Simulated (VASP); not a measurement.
# SiC (F-43m) in VASP: single point with PBEsol

Aim: the single point of SiC with PBEsol.

Everything below comes from runs of VASP 6.6.1. Logs are shortened: lines on timing, memory, paths and dates and some standing lists are left out, and cuts for length are marked.

**Measured values to compare with.**

From “Insight into the structural, elastic and electronic properties of a new orthorhombic 6O-SiC polytype”, 2020, pmc:7200658, for a bulk crystal of SiC: band gap 2.4 eV (indirect).

How close the calculation comes is told below.

## (1) The cell of the first run

Symmetry: F-43m, No. 216, cubic system. The conventional cell has a = 4.357 Å, b = 4.357 Å, c = 4.357 Å, α = 90.00°, β = 90.00°, γ = 90.00°. Si (site symmetry -43m) has 4 C at 1.89 Å within 2.5 Å. C (site symmetry -43m) has 4 Si at 1.89 Å within 2.5 Å.

## (2) Single point, PBEsol

File INCAR:

```
PREC = Accurate
ENCUT = 520
EDIFF = 1E-7
ISMEAR = 0
SIGMA = 0.02
LREAL = False
LASPH = True
NELM = 100
ALGO = Normal
ISIF = 2
LWAVE = False
LCHARG = False
GGA = PS
NBANDS = 11
```

File KPOINTS:

```
regular mesh
0
Gamma
  12 12 12
```

File POSCAR:

```
SiC
1.0
    0.0000000000      2.1783275251      2.1783275251
    2.1783275251      0.0000000000      2.1783275251
    2.1783275251      2.1783275251      0.0000000000
Si C
1 1
Direct
    0.0000000000      0.0000000000      0.0000000000
    0.7500000000      0.7500000000      0.7500000000
```

Potentials or basis: VASP PAW PBE potentials, release 64 (Si, C).

Run with:

```bash
$ cat potpaw_PBE.64/Si/POTCAR potpaw_PBE.64/C/POTCAR > POTCAR
$ mpirun -np 1 vasp_std > vasp.out
```

OUTCAR:

```text
PREC = Accurate
   ENCUT = 520
   EDIFF = 1E-7
   ISMEAR = 0
   LREAL = False
   LASPH = True
   NELM = 100
   ISIF = 2
   GGA = PS

 ion  position               nearest neighbor table
   1  0.000  0.000  0.000-   2 1.89   2 1.89   2 1.89   2 1.89
   2  0.750  0.750  0.750-   1 1.89   1 1.89   1 1.89   1 1.89

  LATTYP: Found a face centered cubic cell.
 ALAT       =     4.3566550502

  Lattice vectors:

 A1 = (   0.0000000000,   2.1783275251,   2.1783275251)
 A2 = (   2.1783275251,   0.0000000000,   2.1783275251)
 A3 = (   2.1783275251,   2.1783275251,   0.0000000000)

Analysis of symmetry for initial positions (statically):
=====================================================================
 Subroutine PRICEL returns:
 Original cell was already a primitive cell.

 Routine SETGRP: Setting up the symmetry group for a
 face centered cubic supercell.

 Subroutine GETGRP returns: Found 24 space group operations
 (whereof 24 operations were pure point group operations)
 out of a pool of 48 trial point group operations.

The static configuration has the point symmetry T_d .

Analysis of symmetry for dynamics (positions and initial velocities):
=====================================================================
 Subroutine PRICEL returns:
 Original cell was already a primitive cell.

 Routine SETGRP: Setting up the symmetry group for a
 face centered cubic supercell.

 Subroutine GETGRP returns: Found 24 space group operations
 (whereof 24 operations were pure point group operations)
 out of a pool of 48 trial point group operations.

The dynamic configuration has the point symmetry T_d .

 Subroutine INISYM returns: Found 24 space group operations
 (whereof 24 operations are pure point group operations),
 and found     1 'primitive' translations

----------------------------------------------------------------------------------------

                                     Primitive cell

  volume of cell :      20.6728

  direct lattice vectors                    reciprocal lattice vectors
     0.000000000  2.178327525  2.178327525    -0.229533894  0.229533894  0.229533894
     2.178327525  0.000000000  2.178327525     0.229533894 -0.229533894  0.229533894
     2.178327525  2.178327525  0.000000000     0.229533894  0.229533894 -0.229533894

  length of vectors
     3.080620329  3.080620329  3.080620329     0.397564367  0.397564367  0.397564367

  position of ions in fractional coordinates (direct lattice)
     0.000000000  0.000000000  0.000000000
[... 85 lines left out ...]
   ISYM   =      2    0-nonsym 1-usesym 2-fastsym
   POTIM  = 0.5000    time-step for ionic-motion
   TEBEG  =    0.0;   TEEND  =   0.0 temperature during run
   PSTRESS=    0.0 pullay stress
   NELECT =       8.0000    total number of electrons
   NUPDOWN=      -1.0000    fix difference up-down
   EMIN   =  10.00;   EMAX   =-10.00  energy-range for DOS
   EFERMI =   0.00;   METHOD = LEGACY
   ISMEAR =     0;   SIGMA  =   0.02  broadening in eV -4-tet -1-fermi 0-gaus
   EFERMI_NEDOS =   21; number of points for ismear=-14 and -15
   IALGO  =     38    algorithm
   IMIX   =      4    mixing-type and parameters
     AMIX     =   0.40;   BMIX     =  1.00
     AMIX_MAG =   1.60;   BMIX_MAG =  1.00
  volume/ion in A,a.u.               =      10.34        69.75
  Fermi-wavevector in a.u.,A,eV,Ry     =   1.192994  2.254432 19.364288  1.423235
  Thomas-Fermi vector in A             =   2.329019
   LORBIT       =      0    0 simple, 1 ext, 2 COOP (PROOUT), +10 PAW based schemes
   GGA     = PS    functional components
   LHFCALC =     F    Hartree Fock is set to
   AEXX    =    0.0000 exact exchange contribution
   IVDW    =     0    specifies the selected vdW correction
   LEPSILON=     F    determine dielectric tensor
   LRPA    =     F    only Hartree local field effects (RPA)
 non-spin polarized calculation
 Gauss-broadening in eV      SIGMA  =   0.02
  energy-cutoff  :      520.00
  volume of cell :       20.67
 maximum number of plane-waves:       568
   NGX = 11   NGY = 11   NGZ = 11

 number of electron       8.0000001 magnetization

 Free energy of the ion-electron system (eV)
  ---------------------------------------------------
  ext. energy  EPLUGINS =         0.00000000
  ---------------------------------------------------
  free energy    TOTEN  =       -15.91509234 eV

  energy without entropy =      -15.91509234  energy(sigma->0) =      -15.91509234

 E-fermi :   8.1990     XC(G=0): -11.5089

 val. band max:        8.0668291587   @ k =   0.0000   0.0000   0.0000
 cond. band min:       9.2999376384   @ k =   0.5000   0.5000   0.0000
 fundamental gap:      1.2331084797
 Fermi energy:         8.1990493174

 k-point     1 :       0.0000    0.0000    0.0000
  band No.  band energies     occupation
      1      -7.3646      2.00000
      2       8.0668      2.00000
      3       8.0668      2.00000
      4       8.0668      2.00000
      5      14.2649      0.00000
      6      15.3158      0.00000
      7      15.3158      0.00000
      8      15.3158      0.00000
      9      22.5286      0.00000
     10      22.5286      0.00000
     11      24.3439      0.00000
[... 309 lines left out ...]
 k-point    24 :      -0.4167    0.1667    0.0000
  band No.  band energies     occupation
      1      -3.4332      2.00000
      2      -0.0023      2.00000
      3       4.9556      2.00000
      4       6.5445      2.00000
      5      13.1146      0.00000
      6      15.7286      0.00000
      7      16.5334      0.00000
      8      19.1788      0.00000
      9      22.6390      0.00000
     10      23.3924      0.00000
     11      26.0898      0.00000

 [... further k-points ...]

------------------------ aborting loop because EDIFF is reached ----------------------------------------

  FORCE on cell =-STRESS in cart. coord.  units (eV):
  Direction    XX          YY          ZZ          XY          YZ          ZX
  --------------------------------------------------------------------------------------
  -------------------------------------------------------------------------------------
  Total        0.0486040      0.0486040      0.0486040      0.0000000      0.0000000     -0.0000000
  in kB        3.7668912      3.7668912      3.7668912      0.0000000      0.0000000     -0.0000000
  external PRESSURE =       3.7668912 kB  Pullay stress =       0.0000000 kB

 VOLUME and BASIS-vectors are now :
 -----------------------------------------------------------------------------
  energy-cutoff  :      520.00
  volume of cell :       20.67
      direct lattice vectors                 reciprocal lattice vectors
     0.000000000  2.178327525  2.178327525    -0.229533894  0.229533894  0.229533894
     2.178327525  0.000000000  2.178327525     0.229533894 -0.229533894  0.229533894
     2.178327525  2.178327525  0.000000000     0.229533894  0.229533894 -0.229533894

 POSITION                                       TOTAL-FORCE (eV/Angst)
 -----------------------------------------------------------------------------------
      0.00000      0.00000      0.00000        -0.000000     -0.000000     -0.000000
      3.26749      3.26749      3.26749         0.000000      0.000000      0.000000
 -----------------------------------------------------------------------------------
    total drift:                               -0.000000     -0.000000     -0.000000

  FREE ENERGIE OF THE ION-ELECTRON SYSTEM (eV)
  ---------------------------------------------------
  free  energy   TOTEN  =       -15.9150923393 eV

  energy  without entropy=      -15.9150923393  energy(sigma->0) =      -15.91509234
```

stdout:

```text
POSCAR found type information on POSCAR SiC
 POSCAR found :  2 types and       2 ions
 scaLAPACK will be used
 -----------------------------------------------------------------------------
|                                                                             |
|                                                                             |
|     You enforced a specific xc type in the INCAR file but a different       |
|     I HOPE YOU KNOW WHAT YOU ARE DOING!                                     |
|                                                                             |
 -----------------------------------------------------------------------------

 LDA part: xc-table for (Slater+PW92), standard interpolation
 POSCAR, INCAR and KPOINTS ok, starting setup
 FFT: planning ... GRIDC
 FFT: planning ... GRID_SOFT
 FFT: planning ... GRID
 WAVECAR not read
 entering main loop
```

Wall time 10 s (1 thread of Intel Xeon 6975P-C, shared host); peak memory 0.14 GiB.

What came out:

```yaml
Free_energy: -15.9151 eV
Pressure: 0.4 GPa
Band_gap_on_the_k_mesh: 1.23 eV, indirect (least direct gap 4.44 eV)
```

Caveat: the PAW data sets were made with another functional, which shifts forces and pressure a little.

## (3) How close it comes

Step 2. Against the measured gap of SiC, 2.4 eV (indirect; quoted in “Insight into the structural, elastic and electronic properties of a new orthorhombic 6O-SiC polytype”, 2020, pmc:7200658), the calculated 1.23 eV is off by -1.17 eV. The value is that of PBEsol on a finite k mesh, which can miss the band edges, without temperature or zero-point motion. Semilocal functionals fall short of measured gaps as a rule.
